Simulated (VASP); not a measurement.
Runs of VASP 6.6.1 on Fe. Symmetry: Fm-3m, No. 225, cubic system. Conventional cell: a = 3.531 Å, b = 3.531 Å, c = 3.531 Å, α = 90.00°, β = 90.00°, γ = 90.00°. Within 3.3 Å of Fe (site symmetry m-3m) lie 12 Fe at 2.50 Å. This isn't the form of Fe at room conditions, which is bcc.

```csv
spin,gap on the mesh (eV),pressure (GPa),moment (μB)
off,none,(a),-
"collinear, ferromagnetic start",none,(b),2.41
"collinear, antiferromagnetic start",none,-18.1,0.00
collinear,none,-18.0,0.01
```

Alike in all rows: task single point; level PBEsol; potentials or basis VASP PAW PBE potentials, release 64 (Fe); cell as given; k mesh 6 × 11 × 11; cutoff (eV) 600; smearing fermi-dirac 0.1 eV.

Task: Estimate the missing entries.

Result: (a) -26.7; (b) -17.7.

Caveats: the cell stands under tension; the PAW data sets were made with another functional, which shifts forces and pressure a little.

A gap of «none» marks levels without a gap at the run's occupations.
